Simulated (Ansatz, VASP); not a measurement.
**AlN in VASP and in Ansatz**

```xyz
8
Lattice="-3.1136 0.0000 0.0000 -1.5568 -2.6964 0.0000 -0.5189 -0.8988 9.6667" Properties=species:S:1:pos:R:3 pbc="T T T"
Al   -1.5568   -0.8988    9.0149
Al   -1.5568   -0.8988    4.0316
Al   -3.1136   -1.7976    1.5399
Al   -3.1136   -1.7976    6.5233
N    -1.5568   -0.8988    0.9518
N    -1.5568   -0.8988    5.9351
N    -3.1136   -1.7976    3.4434
N    -3.1136   -1.7976    8.4268
```

Alike in both runs: task single point; functional PBEsol; k mesh 8 × 8 × 3; occupations gaussian, width 0.05 eV; no spin polarisation.

|  | VASP | Ansatz |
| --- | --- | --- |
| version | VASP 6.6.1 | Ansatz 0.2.0 |
| potentials or method | VASP PAW PBE potentials, release 64 (Al, N), cutoff 520 eV | scalar-relativistic, plane waves, PAW |
| valence electrons in the cell | 32 | 32 |

```csv
,VASP,Ansatz,Ansatz less VASP
gap on the k mesh at the Fermi level (eV),2.70,2.70,+0.005
least direct gap on the mesh (eV),2.77,2.76,-0.012
pressure (GPa),4.9,4.9,-0.03
"traceless stress, the component that is largest in VASP (GPa)",14.00,13.96,-0.041
rms of the force components (eV/Å),1.073,1.073,-0.0006
```

VASP's potentials were made for PBE, not for PBEsol, and Ansatz warns of the same on its side. Atom by atom the forces differ by 0.003 eV/Å (rms over components).
